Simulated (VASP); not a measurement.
Wanted: the native input for a VASP 6.6.1 run.

```
Task                   : single point
Functional             : LDA
Potentials or basis    : VASP PAW LDA potentials, release 64 (K_sv, Pd, O)
Cutoff                 : 520 eV
k mesh                 : 5 × 5 × 5
Occupations            : gaussian, width 0.1 eV
Spin                   : no spin polarisation
Dipole correction      : no
Further INCAR settings : ALGO = Normal; EDIFF = 1e-06; NBANDS = 26
```

The structure of KPdO3 lies in POSCAR:

```
KPdO3
1.0
    4.0700760000      0.0000000000      0.0000000000
    0.0000000000      4.0700760000      0.0000000000
    0.0000000000      0.0000000000      4.0700760000
K Pd O
1 1 3
Direct
    0.0000000000      0.0000000000      0.0000000000
    0.5000000000      0.5000000000      0.5000000000
    0.5000000000      0.5000000000      0.0000000000
    0.5000000000      0.0000000000      0.5000000000
    0.0000000000      0.5000000000      0.5000000000
```

The input as run:

INCAR

```
SYSTEM = KPdO3
PREC     = Accurate       ! precision mode
ENCUT    = 520            ! plane-wave cutoff, eV
EDIFF    = 1E-6           ! SCF threshold, eV
ISMEAR   = 0              ! smearing method
SIGMA    = 0.1            ! smearing width, eV
LREAL    = .False.        ! projectors in reciprocal space
LASPH    = .True.         ! aspherical terms in the spheres
NELM     = 100            ! most SCF steps
ALGO     = Normal         ! electronic algorithm
ISIF     = 2              ! what is computed and relaxed
LWAVE    = .False.        ! write WAVECAR
LCHARG   = .True.         ! write CHGCAR
GGA      = CA             ! functional
LELF     = .True.         ! ELF
LVHAR    = .True.       
NBANDS   = 26             ! bands
```

KPOINTS

```
Automatic mesh
0
Gamma
  5 5 5
  0 0 0
```

Potentials or basis: VASP PAW LDA potentials, release 64 (K_sv, Pd, O).

Command:

```bash
$ cat potpaw_LDA.64/K_sv/POTCAR potpaw_LDA.64/Pd/POTCAR potpaw_LDA.64/O/POTCAR > POTCAR
$ mpirun -np 1 vasp_std > vasp.out
```

It gave:

The pressure is -12.5 GPa.

Caveat: an odd number of electrons without spin polarisation forces a metal; a magnetic or distorted state may lie lower.

Run time: 52 s on 1 thread of Intel Xeon 8259CL (shared host), peak memory 0.15 GiB.
